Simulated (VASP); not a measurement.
Input of a VASP 6.6.1 run:

Contents of INCAR:

```
SYSTEM = NbTe
PREC = Accurate
ENCUT = 520
EDIFF = 1E-6
ISMEAR = -1
SIGMA = 0.1
LREAL = .False.
LASPH = .True.
NELM = 60
ALGO = Normal
ISIF = 2
LWAVE = .False.
LCHARG = .True.
GGA = PS
LELF = .True.
LVHAR = .True.
NBANDS = 16
```

The input KPOINTS:

```
regular mesh
0
Gamma
  12 12 12
  0 0 0
```

Contents of POSCAR:

```
NbTe
1.0
    3.1937392914      0.0000000000      0.0000000000
    0.0000000000      3.1937392914      0.0000000000
    0.0000000000      0.0000000000      3.1937392914
Nb Te
1 1
Direct
    0.0000000000      0.0000000000      0.0000000000
    0.5000000000      0.5000000000      0.5000000000
```

Potentials or basis: VASP PAW PBE potentials, release 64 (Nb_sv, Te).

Launch:

```console
$ cat potpaw_PBE.64/Nb_sv/POTCAR potpaw_PBE.64/Te/POTCAR > POTCAR
$ mpirun -np 1 vasp_std > vasp.out
```

(1) Estimate the pressure.

## Answers

(1) 38.1 GPa.

Caveat: the PAW data sets were made with another functional, which shifts forces and pressure a little.
